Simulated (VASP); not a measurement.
# Na (Im-3m) in VASP: single point with PBE

Aim: the single point of Na with PBE.

All numbers are computed with VASP 6.6.1; they aren't measurements. Logs are shortened: lines on timing, memory, paths and dates and some standing lists are left out, and cuts for length are marked.

## 1. The cell of the first run

The structure is cubic, space group Im-3m (No. 229). The conventional cell has a = 4.195 Å, b = 4.195 Å, c = 4.195 Å, α = 90.00°, β = 90.00°, γ = 90.00°. Within 4.8 Å of Na (site symmetry m-3m) lie 14 Na at 3.63 to 4.20 Å.

## 2. Single point, PBE

Input file INCAR:

```
PREC = Accurate
ENCUT = 500
EDIFF = 1E-6
ISMEAR = 0
SIGMA = 0.1
LREAL = False
LASPH = True
NELM = 120
ALGO = Normal
ISIF = 2
LWAVE = False
LCHARG = False
GGA = PE
NBANDS = 10
GGA_COMPAT = False
```

Input file KPOINTS:

```
Automatic mesh
0
Gamma
  14 14 14
```

Input file POSCAR:

```
Na
1.0
   -2.0976594424      2.0976594424      2.0976594424
    2.0976594424     -2.0976594424      2.0976594424
    2.0976594424      2.0976594424     -2.0976594424
Na
1
Direct
    0.0000000000      0.0000000000      0.0000000000
```

Potentials or basis: VASP PAW PBE potentials, release 64 (Na_pv).

Command:

```
> cat potpaw_PBE.64/Na_pv/POTCAR > POTCAR
> mpirun -np 1 vasp_std > vasp.out
```

OUTCAR:

```text
PREC = Accurate
   ENCUT = 500
   EDIFF = 1E-6
   ISMEAR = 0
   LREAL = False
   LASPH = True
   NELM = 120
   ISIF = 2
   GGA = PE

 ion  position               nearest neighbor table
   1  0.000  0.000  0.000-

  LATTYP: Found a body centered cubic cell.
 ALAT       =     4.1953188848

  Lattice vectors:

 A1 = (  -2.0976594424,   2.0976594424,   2.0976594424)
 A2 = (   2.0976594424,  -2.0976594424,   2.0976594424)
 A3 = (   2.0976594424,   2.0976594424,  -2.0976594424)

Analysis of symmetry for initial positions (statically):
=====================================================================
 Subroutine PRICEL returns:
 Original cell was already a primitive cell.

 Routine SETGRP: Setting up the symmetry group for a
 body centered cubic supercell.

 Subroutine GETGRP returns: Found 48 space group operations
 (whereof 48 operations were pure point group operations)
 out of a pool of 48 trial point group operations.

The static configuration has the point symmetry O_h .

Analysis of symmetry for dynamics (positions and initial velocities):
=====================================================================
 Subroutine PRICEL returns:
 Original cell was already a primitive cell.

 Routine SETGRP: Setting up the symmetry group for a
 body centered cubic supercell.

 Subroutine GETGRP returns: Found 48 space group operations
 (whereof 48 operations were pure point group operations)
 out of a pool of 48 trial point group operations.

The dynamic configuration has the point symmetry O_h .

 Subroutine INISYM returns: Found 48 space group operations
 (whereof 48 operations are pure point group operations),
 and found     1 'primitive' translations

----------------------------------------------------------------------------------------

                                     Primitive cell

  volume of cell :      36.9203

  direct lattice vectors                    reciprocal lattice vectors
    -2.097659442  2.097659442  2.097659442     0.000000000  0.238360904  0.238360904
     2.097659442 -2.097659442  2.097659442     0.238360904  0.000000000  0.238360904
     2.097659442  2.097659442 -2.097659442     0.238360904  0.238360904  0.000000000

  length of vectors
     3.633252731  3.633252731  3.633252731     0.337093223  0.337093223  0.337093223

  position of ions in fractional coordinates (direct lattice)
     0.000000000  0.000000000  0.000000000

[... 79 lines left out ...]
   IBRION =     -1    ionic relax: 0-MD 1-quasi-New 2-CG
   NFREE  =      0    steps in history (QN), initial steepest desc. (CG)
   ISIF   =      2    stress and relaxation
   ISYM   =      2    0-nonsym 1-usesym 2-fastsym
   POTIM  = 0.5000    time-step for ionic-motion
   TEBEG  =    0.0;   TEEND  =   0.0 temperature during run
   PSTRESS=    0.0 pullay stress
   NELECT =       7.0000    total number of electrons
   NUPDOWN=      -1.0000    fix difference up-down
   EMIN   =  10.00;   EMAX   =-10.00  energy-range for DOS
   EFERMI =   0.00;   METHOD = LEGACY
   ISMEAR =     0;   SIGMA  =   0.10  broadening in eV -4-tet -1-fermi 0-gaus
   EFERMI_NEDOS =   21; number of points for ismear=-14 and -15
   IALGO  =     38    algorithm
   IMIX   =      4    mixing-type and parameters
     AMIX     =   0.40;   BMIX     =  1.00
     AMIX_MAG =   1.60;   BMIX_MAG =  1.00
  volume/ion in A,a.u.               =      36.92       249.15
  Fermi-wavevector in a.u.,A,eV,Ry     =   0.940486  1.777262 12.034553  0.884515
  Thomas-Fermi vector in A             =   2.067903
   LORBIT       =      0    0 simple, 1 ext, 2 COOP (PROOUT), +10 PAW based schemes
   GGA     = PE    functional components
   LHFCALC =     F    Hartree Fock is set to
   AEXX    =    0.0000 exact exchange contribution
   IVDW    =     0    specifies the selected vdW correction
   LEPSILON=     F    determine dielectric tensor
   LRPA    =     F    only Hartree local field effects (RPA)
 non-spin polarized calculation
 Gauss-broadening in eV      SIGMA  =   0.10
  energy-cutoff  :      500.00
  volume of cell :       36.92
 maximum number of plane-waves:       962
   NGX = 13   NGY = 13   NGZ = 13

 number of electron       7.0000004 magnetization

 Free energy of the ion-electron system (eV)
  ---------------------------------------------------
  ext. energy  EPLUGINS =         0.00000000
  ---------------------------------------------------
  free energy    TOTEN  =        -1.31210403 eV

  energy without entropy =       -1.30907690  energy(sigma->0) =       -1.31059047

 E-fermi :   0.3165     XC(G=0):  -6.5130

 val. band max:        0.2894165934   @ k =  -0.3571   0.4286   0.1429
 cond. band min:       0.3704571633   @ k =   0.3571   0.0714   0.0714
 fundamental gap:      0.0810405700
 Fermi energy:         0.3165234858

 k-point     1 :       0.0000    0.0000    0.0000
  band No.  band energies     occupation
      1     -24.5577      2.00000
      2     -24.5577      2.00000
      3     -24.5577      2.00000
      4      -2.9462      2.00000
      5      12.0993      0.00000
      6      12.0993      0.00000
      7      12.0993      0.00000
      8      13.1024      0.00000
      9      13.1024      0.00000
     10      13.6607      0.00000
[... 287 lines left out ...]
 k-point    24 :       0.3571    0.2857    0.0000
  band No.  band energies     occupation
      1     -24.5852      2.00000
      2     -24.5796      2.00000
      3     -24.5621      2.00000
      4       2.0577      0.00000
      5       2.4704      0.00000
      6       3.7454      0.00000
      7       8.3644      0.00000
      8      12.6160      0.00000
      9      13.5147      0.00000
     10      14.6072      0.00000

 [... further k-points ...]

------------------------ aborting loop because EDIFF is reached ----------------------------------------

  FORCE on cell =-STRESS in cart. coord.  units (eV):
  Direction    XX          YY          ZZ          XY          YZ          ZX
  --------------------------------------------------------------------------------------
  -------------------------------------------------------------------------------------
  Total       -0.0075806     -0.0075806     -0.0075806      0.0000000      0.0000000     -0.0000000
  in kB       -0.3289665     -0.3289665     -0.3289665      0.0000000      0.0000000     -0.0000000
  external PRESSURE =      -0.3289665 kB  Pullay stress =       0.0000000 kB

 VOLUME and BASIS-vectors are now :
 -----------------------------------------------------------------------------
  energy-cutoff  :      500.00
  volume of cell :       36.92
      direct lattice vectors                 reciprocal lattice vectors
    -2.097659442  2.097659442  2.097659442     0.000000000  0.238360904  0.238360904
     2.097659442 -2.097659442  2.097659442     0.238360904  0.000000000  0.238360904
     2.097659442  2.097659442 -2.097659442     0.238360904  0.238360904  0.000000000

 POSITION                                       TOTAL-FORCE (eV/Angst)
 -----------------------------------------------------------------------------------
      0.00000      0.00000      0.00000         0.000000      0.000000     -0.000000
 -----------------------------------------------------------------------------------
    total drift:                               -0.000000     -0.000000     -0.000000

  FREE ENERGIE OF THE ION-ELECTRON SYSTEM (eV)
  ---------------------------------------------------
  free  energy   TOTEN  =        -1.3121040278 eV

  energy  without entropy=       -1.3090769041  energy(sigma->0) =       -1.31059047
```

OSZICAR:

```text
N       E                     dE             d eps       ncg     rms          rms(c)
DAV:   1     0.274214861236E+02    0.27421E+02   -0.37860E+03  2100   0.574E+02
DAV:   2    -0.700621211675E+00   -0.28122E+02   -0.28007E+02  2154   0.147E+02
DAV:   3    -0.130774031813E+01   -0.60712E+00   -0.60653E+00  2498   0.233E+01
DAV:   4    -0.131272666673E+01   -0.49863E-02   -0.49859E-02  2490   0.210E+00
DAV:   5    -0.131279593778E+01   -0.69271E-04   -0.69271E-04  2392   0.241E-01    0.205E-01
DAV:   6    -0.131238425219E+01    0.41169E-03   -0.48606E-04  2516   0.263E-01    0.138E-01
DAV:   7    -0.131211099990E+01    0.27325E-03   -0.98667E-04  2336   0.314E-01    0.160E-02
DAV:   8    -0.131210382728E+01    0.71726E-05   -0.45703E-05  2520   0.111E-01    0.223E-03
DAV:   9    -0.131210402781E+01   -0.20053E-06   -0.19743E-07  1478   0.462E-03
   1 F= -.13121040E+01 E0= -.13105905E+01  d E =-.302712E-02
```

stdout:

```text
POSCAR found type information on POSCAR Na
 POSCAR found :  1 types and       1 ions
 scaLAPACK will be used
 LDA part: xc-table for (Slater+PW92), standard interpolation
 POSCAR, INCAR and KPOINTS ok, starting setup
 FFT: planning ... GRIDC
 FFT: planning ... GRID_SOFT
 FFT: planning ... GRID
 WAVECAR not read
 entering main loop
```

Wall time 23 s (1 thread of Intel Xeon Platinum 8259CL at 2.50GHz (Skylake/Cascade Lake), shared host); peak memory 0.16 GiB.

Results:

| Item | Value |
| --- | --- |
| Free energy | -1.3121 eV |
| Pressure | 0.0 GPa |
| Band gap on the k mesh | zero (an odd number of electrons rules out a gap without spin polarisation) |
